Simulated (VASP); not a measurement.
Input of a VASP 6.6.1 run:

Contents of INCAR:

```
PREC = Accurate
ENCUT = 600
EDIFF = 1E-7
ISMEAR = 0
SIGMA = 0.1
LREAL = False
LASPH = True
NELM = 120
ALGO = Normal
ISIF = 3
LWAVE = False
LCHARG = False
GGA = PE
IBRION = 2
NSW = 90
EDIFFG = -0.04
GGA_COMPAT = False
NELMIN = 4
```

File KPOINTS:

```
regular mesh
0
Gamma
  3 3 6
```

Contents of POSCAR:

```
BeCd2Te3
1.0
    9.6760085707      0.0000000000      0.0000000000
   -4.8380042854      8.3796692295      0.0000000000
    0.0000000000      0.0000000000      3.2656106628
Be Cd Te
1 2 3
Direct
    0.0000000000      0.0000000000      0.0000000000
    0.3333333333      0.6666666667      0.5000000000
    0.6666666667      0.3333333333      0.5000000000
    0.5000000000      0.0000000000      0.5000000000
    0.0000000000      0.5000000000      0.5000000000
    0.5000000000      0.5000000000      0.5000000000
```

Potentials or basis: VASP PAW PBE potentials, release 64 (Be, Cd, Te).

Command:

```console
$ cat potpaw_PBE.64/Be/POTCAR potpaw_PBE.64/Cd/POTCAR potpaw_PBE.64/Te/POTCAR > POTCAR
$ mpirun -np 1 vasp_std > vasp.out
```

Predict the space group after relaxing (to 0.1 Å).

P6/mmm (No. 191).

Estimate the relaxed cell.

a = 10.392 Å, b = 10.392 Å, c = 2.891 Å, α = 90.00°, β = 90.00°, γ = 120.00°.

Final structure:
```cif
data_structure
_symmetry_space_group_name_H-M 'P 1'
_symmetry_Int_Tables_number 1
_cell_length_a 10.3921
_cell_length_b 10.3921
_cell_length_c 2.8909
_cell_angle_alpha 90.000
_cell_angle_beta 90.000
_cell_angle_gamma 120.000
_cell_volume 270.37
loop_
_atom_site_label
_atom_site_type_symbol
_atom_site_fract_x
_atom_site_fract_y
_atom_site_fract_z
_atom_site_occupancy
Be1 Be 0.00000 0.00000 0.00000 1
Cd1 Cd 0.33333 0.66667 0.50000 1
Cd2 Cd 0.66667 0.33333 0.50000 1
Te1 Te 0.50000 0.00000 0.50000 1
Te2 Te 0.00000 0.50000 0.50000 1
Te3 Te 0.50000 0.50000 0.50000 1
```
